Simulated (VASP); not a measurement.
Here is a VASP 6.6.1 calculation.

Contents of INCAR:

```
PREC = Accurate
ENCUT = 700
EDIFF = 1E-6
ISMEAR = 0
SIGMA = 0.01
LREAL = False
LASPH = True
NELM = 120
ALGO = Normal
ISIF = 2
LWAVE = False
LCHARG = True
GGA = PE
LELF = True
LVHAR = True
NBANDS = 36
GGA_COMPAT = False
```

Contents of KPOINTS:

```
regular mesh
0
Gamma
  8 8 8
```

The input POSCAR:

```
B2AsN
1.0
   -2.1211533922      2.1211533922      4.1533937106
    2.1211533922     -2.1211533922      4.1533937106
    2.1211533922      2.1211533922     -4.1533937106
N B As
2 4 2
Direct
    0.0000000000      0.0000000000      0.0000000000
    0.2500000000      0.7500000000      0.5000000000
    0.6250000000      0.7001349988      0.5751349988
    0.9501349988      0.3750000000      0.0751349988
    0.1250000000      0.0498650012      0.4248650012
    0.2998650012      0.8750000000     -0.0751349988
    0.5000000000      0.5000000000      0.0000000000
    0.7500000000      0.2500000000      0.5000000000
```

Potentials or basis: VASP PAW PBE potentials, release 64 (N, B, As_d).

Command:

```console
$ cat potpaw_PBE.64/N/POTCAR potpaw_PBE.64/B/POTCAR potpaw_PBE.64/As_d/POTCAR > POTCAR
$ mpirun -np 1 vasp_std > vasp.out
```

Q: Predict the pressure.

A: 2.2 GPa.

Q: Estimate the largest force.

A: 0.200 eV/Å.

Forces in eV/Å, atoms in the order of the input:
```
N    0.000  0.000  0.000
N    0.000  0.000  0.000
B    0.200  0.000  0.000
B    0.000  0.200  0.000
B   -0.200  0.000  0.000
B    0.000 -0.200  0.000
As   0.000  0.000  0.000
As   0.000  0.000  0.000
```
